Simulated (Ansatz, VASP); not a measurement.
## One calculation of Ni2Ge, two programs

POSCAR

```
Ni2Ge
1.0
    3.9383591180      0.0000000000      0.0000000000
   -1.9691795590      3.4107190454      0.0000000000
    0.0000000000      0.0000000000      4.9870018148
Ni Ge
4 2
Direct
    0.6666666667      0.3333333333      0.2500000000
    0.3333333333      0.6666666667      0.7500000000
    0.0000000000      0.0000000000      0.0000000000
    0.0000000000      0.0000000000      0.5000000000
    0.6666666667      0.3333333333      0.7500000000
    0.3333333333      0.6666666667      0.2500000000
```

INCAR.step1

```
SYSTEM = Ni2Ge
PREC = Accurate
ENCUT = 520
ISMEAR = 0
SIGMA = 0.1
LREAL = .FALSE.
LASPH = .TRUE.
NELM = 60
NBANDS = 43
GGA = PE
ALGO = Normal
EDIFF = 1E-4
LWAVE = .TRUE.
LCHARG = .FALSE.
```

File INCAR.step2:

```
SYSTEM = Ni2Ge
PREC = Accurate
ENCUT = 520
EDIFF = 1E-6
ISMEAR = 0
SIGMA = 0.1
LREAL = .FALSE.
LASPH = .TRUE.
NELM = 60
ALGO = Normal
ISIF = 2
LWAVE = .FALSE.
LCHARG = .FALSE.
METAGGA = R2SCAN
LMIXTAU = .TRUE.
NBANDS = 43
ISTART = 1
```

Contents of KPOINTS:

```
regular mesh
0
G
  12 12 8
  0 0 0
```

Input for Ansatz:

```yaml
crystal:
  lattice:
    - [3.938359118, 0.0, 0.0]
    - [-1.969179559, 3.4107190454, 0.0]
    - [0.0, 0.0, 4.9870018148]
  atoms:
    - { symbol: Ni, position: [0.6666666667, 0.3333333333, 0.25] }
    - { symbol: Ni, position: [0.3333333333, 0.6666666667, 0.75] }
    - { symbol: Ni, position: [0.0, 0.0, 0.0] }
    - { symbol: Ni, position: [0.0, 0.0, 0.5] }
    - { symbol: Ge, position: [0.6666666667, 0.3333333333, 0.75] }
    - { symbol: Ge, position: [0.3333333333, 0.6666666667, 0.25] }
basis:
  ecutwfc: 500
kpoints:
  mp_grid: { grid: [12, 12, 8] }
hamiltonian:
  xc: r2scan
scf:
  occupations: { method: gaussian, width: 0.1 }
output:
  forces: true
  stress: true
  eigenvalues: true
```

Change from the starting cell: equal strain along all axes, cell held, atoms relaxed: -1.0 %.

Alike in both runs: task single point; functional r2SCAN; k mesh 12 × 12 × 8; occupations gaussian, width 0.1 eV; no spin polarisation.

|  | VASP | Ansatz |
| --- | --- | --- |
| version | VASP 6.6.1 | Ansatz 0.2.0 |
| potentials or method | VASP PAW PBE potentials, release 64 (Ni, Ge_d), cutoff 520 eV | scalar-relativistic, plane waves, PAW |
| valence electrons in the cell | 68 | 100 |

```csv
,VASP,Ansatz,Ansatz less VASP
gap on the k mesh at the Fermi level (eV),none,none,-
pressure (GPa),6.7,6.4,-0.26
"traceless stress, the component that is largest in VASP (GPa)",-0.81,-0.72,+0.086
```

VASP's potentials were made for PBE, not for r2SCAN. A gap of «none» marks a metal or a gap that the smearing closes. With one functional, cell and mesh, what is left measures potentials, basis and numerics. VASP's potentials hold 68 valence electrons a cell and Ansatz's 100, so a difference there can come from the potentials and not from the codes.
